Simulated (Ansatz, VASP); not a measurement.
## One calculation of GaN, two programs

INCAR

```
SYSTEM = GaN
PREC = Accurate
ENCUT = 520
EDIFF = 1E-8
ISMEAR = -1
SIGMA = 0.01
LREAL = .FALSE.
LASPH = .TRUE.
NELM = 60
ALGO = Normal
ISIF = 2
LWAVE = .FALSE.
LCHARG = .FALSE.
GGA = PE
LEFG = .TRUE.
NBANDS = 26
```

KPOINTS

```
regular mesh
0
G
  12 12 7
  0 0 0
```

Contents of POSCAR:

```
GaN
1.0
    3.1800000000      0.0000000000      0.0000000000
   -1.5900000000      2.7539607840      0.0000000000
    0.0000000000      0.0000000000      5.1660000000
Ga N
2 2
Direct
    0.3333333333      0.6666666667      0.0000000000
    0.6666666667      0.3333333333      0.5000000000
    0.3333333333      0.6666666667      0.3850000000
    0.6666666667      0.3333333333      0.8850000000
```

Input for Ansatz:

```yaml
crystal:
  lattice:
    - [3.18, 0.0, 0.0]
    - [-1.59, 2.753960784, 0.0]
    - [0.0, 0.0, 5.166]
  atoms:
    - { symbol: Ga, position: [0.3333333333, 0.6666666667, 0.0] }
    - { symbol: Ga, position: [0.6666666667, 0.3333333333, 0.5] }
    - { symbol: "N", position: [0.3333333333, 0.6666666667, 0.385] }
    - { symbol: "N", position: [0.6666666667, 0.3333333333, 0.885] }
kpoints:
  mp_grid: { grid: [12, 12, 7] }
scf:
  occupations: { method: fermi_dirac, width: 0.01 }
hamiltonian:
  xc: pbe
  pseudopotentials: { kind: paw }
output:
  forces: true
  stress: true
  populations: true
  efg:
    quadrupole_moments_barn: { Ga: 0.107, "N": 0.02044 }
    contact_densities: true
  write_density: true
  write_potential: true
  elf: true
  volumetric_format: npy
```

Alike in both runs: task electric field gradients; functional PBE; k mesh 12 × 12 × 7; occupations fermi-dirac, width 0.01 eV; no spin polarisation.

|  | VASP | Ansatz |
| --- | --- | --- |
| version | VASP 6.6.1 | Ansatz 0.2.0 |
| potentials or method | VASP PAW PBE potentials, release 64 (Ga_d, N) | plane-wave PAW, scalar-relativistic |
| plane-wave cutoff (eV) | 520 | 420 |
| valence electrons in the cell | 36 | 36 |

|  | VASP | Ansatz | Ansatz less VASP |
| --- | --- | --- | --- |
| gap on the k mesh at the Fermi level (eV) | 1.94 | 1.93 | -0.008 |
| pressure (GPa) | 7.5 | 7.5 | -0.02 |
| traceless stress, the component that is largest in VASP (GPa) | -2.33 | -2.42 | -0.094 |
| rms of the force components (eV/Å) | 0.253 | 0.256 | +0.0033 |
| size of Vzz on the site where it differs most (V/Å²) | 27.2 | 28.7 | +1.57 |

Atom by atom the forces differ by 0.003 eV/Å (rms over components).
